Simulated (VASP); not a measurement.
**Al2BAs3: single point with PBE**

Crystal: Al2BAs3.

```
Al B As
1.0
     2.50499    1.44626    4.45019
    -2.50499    1.44626    4.45019
     0.00000   -2.89251    4.45019
Al B As
2 1 3
Direct
  0.87858 0.87858 0.87858
  0.12142 0.12142 0.12142
  0.50000 0.50000 0.50000
  0.50000 0.00000 0.50000
  0.50000 0.50000 0.00000
  0.00000 0.50000 0.50000
```

| Item | Value |
| --- | --- |
| Program | VASP 6.6.1 |
| Task | single point |
| Functional | PBE |
| Potentials or basis | VASP PAW PBE potentials, release 64 (Al, B, As) |
| Cutoff | 520 eV |
| k mesh | 6 × 6 × 6 |
| Occupations | gaussian, width 0.1 eV |
| Spin | no spin polarisation |
| Dipole correction | no |
| Further INCAR settings | ALGO = Normal; EDIFF = 1e-06; NBANDS = 21 |

The pressure is 10.7 GPa. The largest force is 0.418 eV/Å and the band gap on the k mesh is zero (band 12 reaches 8.42 eV, above the bottom of band 13 at 6.36 eV).

Forces on the atoms (eV/Å):
```
Al   0.000  0.000 -0.418
Al   0.000  0.000  0.418
B    0.000  0.000  0.000
As   0.000  0.000  0.000
As   0.000  0.000  0.000
As   0.000  0.000  0.000
```

Stress tensor (GPa, compression positive):
```
17.08  0.00  0.00
 0.00 17.08  0.00
 0.00  0.00 -1.92
```

Levels at points of the mesh, in eV from the Fermi level:
```tsv
k point	band 8	band 9	band 10	band 11	band 12	band 13	band 14	band 15	band 16	band 17
(0.00, 0.00, 0.00)	-5.59	-3.72	-2.63	-2.63	-0.63	-0.27	-0.27	-0.13	4.42	4.64
(0.50, 0.00, 0.00)	-3.13	-2.22	-1.27	-1.08	-1.00	-0.90	-0.64	2.87	3.96	4.15
(0.50, 0.50, 0.00)	-1.23	-1.01	-0.80	-0.72	-0.61	-0.50	-0.25	1.63	2.68	2.83
(0.50, 0.50, 0.50)	-3.22	-1.17	-0.69	-0.69	-0.50	-0.50	0.00	1.46	2.59	3.60
```

Wall time 45 s on 1 thread of AMD EPYC 7R13 Processor (Zen 3), with other jobs on the host, peak memory 0.22 GiB.
